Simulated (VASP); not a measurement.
A run of VASP 6.6.1:

File INCAR:

```
SYSTEM = AlClF2
PREC     = Accurate       ! precision mode
ENCUT    = 600            ! plane-wave cutoff, eV
EDIFF    = 1E-6           ! SCF threshold, eV
ISMEAR   = 0              ! smearing method
SIGMA    = 0.02           ! smearing width, eV
LREAL    = .False.        ! projectors in reciprocal space
LASPH    = .True.         ! aspherical terms in the spheres
NELM     = 80             ! most SCF steps
ALGO     = Normal         ! electronic algorithm
ISIF     = 3              ! what is computed and relaxed
LWAVE    = .False.        ! write WAVECAR
LCHARG   = .False.        ! write CHGCAR
GGA      = PE             ! functional
IBRION   = 2              ! ionic algorithm
NSW      = 100            ! ionic steps
EDIFFG   = -0.01          ! ionic threshold
```

The input KPOINTS:

```
regular mesh
0
Gamma
  10 10 10
  0 0 0
```

Contents of POSCAR:

```
AlClF2
1.0
   -1.8433237982      1.8433237982      5.3416505660
    1.8433237982     -1.8433237982      5.3416505660
    1.8433237982      1.8433237982     -5.3416505660
Al Cl F
1 1 2
Direct
    0.0000000000      0.0000000000      0.0000000000
    0.5000000000      0.5000000000      0.0000000000
    0.1535623986      0.1535623986      0.0000000000
    0.8464376014      0.8464376014      0.0000000000
```

Potentials or basis: VASP PAW PBE potentials, release 64 (Al, Cl, F).

Command:

```console
$ cat potpaw_PBE.64/Al/POTCAR potpaw_PBE.64/Cl/POTCAR potpaw_PBE.64/F/POTCAR > POTCAR
$ mpirun -np 1 vasp_std > vasp.out
```

Hardware: 1 thread of Intel(R) Xeon(R) 6975P-C (Granite Rapids), on a shared host.

**Question.** How long does it take, and how much memory?

**Answer.** Run time: 9.3 min on 1 thread of Intel(R) Xeon(R) 6975P-C (Granite Rapids), on a shared host, peak memory 0.43 GiB. Counts: scf iterations 76, k points 102, ion steps 14.
